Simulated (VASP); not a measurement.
# Ga2O3 (C2/m) in VASP: a series of runs, part 2 of 2

VASP 6.6.1. Earlier steps stand in the parts before.

## 4. Single point, PBE (strain +0.050 along x and y, -0.050 along z)

INCAR

```
  ALGO = Normal
  EDIFF = 1E-6
  ENCUT = 600
  GGA = PE
  GGA_COMPAT = F
  ISIF = 2
  ISMEAR = 0
  KPAR = 4
  LASPH = T
  LCHARG = T
  LREAL = F
  LVHAR = T
  LWAVE = F
  NBANDS = 55
  NELM = 120
  PREC = Accurate
  SIGMA = 0.05
```

KPOINTS

```
k-points
0
Gamma
  10 10 6
```

POSCAR

```
Ga2O3
1.0
    6.5388020935     -1.6188443494      0.0109178190
    6.5388020935      1.6188443494      0.0109178190
   -1.4728596371      0.0000000000      5.4223094842
Ga O
4 6
Direct
    0.0899134338      0.0899134338      0.7947233214
    0.9100865662      0.9100865662      0.2052766786
    0.6585007298      0.6585007298      0.3141978958
    0.3414992702      0.3414992702      0.6858021042
    0.1634883771      0.1634883771      0.1092060624
    0.8365116229      0.8365116229      0.8907939376
    0.1737013129      0.1737013129      0.5643594349
    0.8262986871      0.8262986871      0.4356405651
    0.4960195696      0.4960195696      0.2566813611
    0.5039804304      0.5039804304      0.7433186389
```

Potentials or basis: VASP PAW PBE potentials, release 64 (Ga_d, O).

Command:

```sh
> cat potpaw_PBE.64/Ga_d/POTCAR potpaw_PBE.64/O/POTCAR > POTCAR
> mpirun -np 4 vasp_std > vasp.out
```

OUTCAR:

```text
EDIFF = 1E-6
   ENCUT = 600
   GGA = PE
   ISIF = 2
   ISMEAR = 0
   LASPH = T
   LREAL = F
   NELM = 120
   PREC = Accurate

 ion  position               nearest neighbor table
   1  0.090  0.090  0.795-   5 1.78   7 1.90  10 1.95  10 1.95
   2  0.910  0.910  0.205-   6 1.78   8 1.90   9 1.95   9 1.95
   3  0.659  0.659  0.314-   5 2.00   5 2.00   9 2.06   7 2.12   7 2.12   8 2.12
   4  0.341  0.341  0.686-   6 2.00   6 2.00  10 2.06   8 2.12   8 2.12   7 2.12
   5  0.163  0.163  0.109-   1 1.78   3 2.00   3 2.00
   6  0.837  0.837  0.891-   2 1.78   4 2.00   4 2.00
   7  0.174  0.174  0.564-   1 1.90   3 2.12   3 2.12   4 2.12
   8  0.826  0.826  0.436-   2 1.90   4 2.12   4 2.12   3 2.12
   9  0.496  0.496  0.257-   2 1.95   2 1.95   3 2.06
  10  0.504  0.504  0.743-   1 1.95   1 1.95   4 2.06

  LATTYP: Found a base centered monoclinic cell.
 ALAT       =    13.0776224164
 B/A-ratio  =     0.2475747193
 C/A-ratio  =     0.4296488903
 COS(beta)  =    -0.2605196199

  Lattice vectors:

 A1 = (   6.5388020935,  -1.6188443494,   0.0109178190)
[... 204 lines left out ...]
      2     -14.6372      2.00000
      3     -14.0327      2.00000
      4     -13.9939      2.00000
      5     -13.8941      2.00000
      6     -13.5979      2.00000
[... 1381 lines left out ...]
     54      13.4402      0.00000
     55      14.4714      0.00000

 [... further k-points ...]

------------------------ aborting loop because EDIFF is reached ----------------------------------------

  FORCE on cell =-STRESS in cart. coord.  units (eV):
  Direction    XX          YY          ZZ          XY          YZ          ZX
  --------------------------------------------------------------------------------------
  -------------------------------------------------------------------------------------
  Total       -8.8924905    -13.2998118      9.2589007      0.0000000      0.0000000      0.1264247
  in kB     -124.0564887   -185.5417158    129.1681679      0.0000000      0.0000000      1.7637138
  external PRESSURE =     -60.1433456 kB  Pullay stress =       0.0000000 kB

 VOLUME and BASIS-vectors are now :
 -----------------------------------------------------------------------------
  energy-cutoff  :      600.00
  volume of cell :      114.85
      direct lattice vectors                 reciprocal lattice vectors
     6.538802094 -1.618844349  0.010917819     0.076431941 -0.308862307  0.020761176
     6.538802094  1.618844349  0.010917819     0.076431941  0.308862307  0.020761176
    -1.472859637  0.000000000  5.422309484    -0.000307791  0.000000000  0.184339656

 POSITION                                       TOTAL-FORCE (eV/Angst)
 -----------------------------------------------------------------------------------
      0.00534      0.00000      4.31120        -1.291492      0.000000     -1.570026
     11.59941      0.00000      1.13295         1.291492      0.000000      1.570026
      8.14884      0.00000      1.71806        -0.460552      0.000000      0.010199
      3.45590      0.00000      3.72609         0.460552      0.000000     -0.010199
      1.97719      0.00000      0.59572         0.245366      0.000000      1.033309
      9.62755      0.00000      4.84843        -0.245366      0.000000     -1.033309
      1.44037      0.00000      3.06392         0.321795      0.000000      0.177536
     10.16437      0.00000      2.38022        -0.321795      0.000000     -0.177536
      6.10869      0.00000      1.40264        -0.246564      0.000000     -0.219109
      5.49605      0.00000      4.04151         0.246564      0.000000      0.219109
 -----------------------------------------------------------------------------------
    total drift:                                0.000000      0.000000     -0.000000

  FREE ENERGIE OF THE ION-ELECTRON SYSTEM (eV)
  ---------------------------------------------------
  free  energy   TOTEN  =       -58.9214620024 eV

  energy  without entropy=      -58.9214620024  energy(sigma->0) =      -58.92146200
```

It took 16 min on 4 MPI ranks of AMD EPYC 9755, shared host; peak memory 1 GiB.

What came out:

```yaml
Free_energy: -58.9215 eV
Pressure: -6.0 GPa
Largest_force: 2.033 eV/Å
Band_gap_on_the_k_mesh: 0.86 eV (least direct gap 0.89 eV)
```

Forces on the atoms (eV/Å):
```
Ga  -1.291  0.000 -1.570
Ga   1.291  0.000  1.570
Ga  -0.461  0.000  0.010
Ga   0.461  0.000 -0.010
O    0.245  0.000  1.033
O   -0.245  0.000 -1.033
O    0.322  0.000  0.178
O   -0.322  0.000 -0.178
O   -0.247  0.000 -0.219
O    0.247  0.000  0.219
```

Levels at points of the mesh, in eV from the valence-band top:
```csv
k point,band 40,band 41,band 42,band 43,band 44,band 45,band 46,band 47,band 48,band 49
"(0.00, 0.00, 0.00)",-1.62,-1.59,-1.12,-1.06,-0.03,0.86,4.30,4.81,4.88,6.41
"(0.50, 0.00, 0.00)",-1.97,-1.31,-1.20,-1.16,0.00,4.34,5.37,5.85,5.96,6.61
"(0.50, 0.50, 0.00)",-1.62,-1.59,-1.51,-1.29,-0.07,3.01,3.29,4.08,4.87,6.46
"(0.00, 0.00, 0.50)",-1.71,-1.48,-1.41,-1.09,-1.03,3.02,3.48,4.90,5.25,6.36
"(0.50, 0.00, 0.50)",-1.86,-1.68,-1.46,-1.32,-0.92,5.29,5.37,6.47,6.60,7.37
"(0.50, 0.50, 0.50)",-1.57,-1.48,-1.35,-1.08,-0.57,3.47,3.80,4.46,4.58,5.68
```

Caveat: the cell differs from its parent crystal (strain +0.050 along x and y, -0.050 along z); the stress differs along the axes, from -19 to 13 GPa; forces of over 1 eV/Å act on the atoms, so gaps and moduli don't describe the material at rest. A k mesh can miss the band edges.

## 5. The runs side by side

| cell | gap on the mesh (eV) | pressure (GPa) | largest force (eV/Å) |
| --- | --- | --- | --- |
| a = 6.095, b = 6.095, c = 5.861 Å, angles 102.6, 102.6, 27.8°, 10 atoms | 2.86 | 24.2 | 1.60 |
| a = 6.255, b = 6.255, c = 5.592 Å, angles 103.6, 103.6, 27.8°, 10 atoms | 2.78 | 23.5 | 0.84 |
| a = 6.736, b = 6.736, c = 5.619 Å, angles 104.6, 104.6, 27.8°, 10 atoms | 0.86 | -6.0 | 2.03 |

Alike in all rows: task single point; level PBE; potentials or basis VASP PAW PBE potentials, release 64 (Ga_d, O); no spin polarisation; k mesh 10 × 10 × 6; cutoff (eV) 600; smearing gaussian 0.05 eV.

Caveats: forces of over 1 eV/Å act on the atoms, so gaps and moduli don't describe the material at rest (at least some runs); the stress differs along the axes, from 11 to 34 GPa (at least some runs); the stress differs along the axes, from 19 to 30 GPa (at least some runs); the stress differs along the axes, from -19 to 13 GPa (at least some runs).

Total energies depend on the potentials used, so only differences within one code and one set of settings carry meaning.
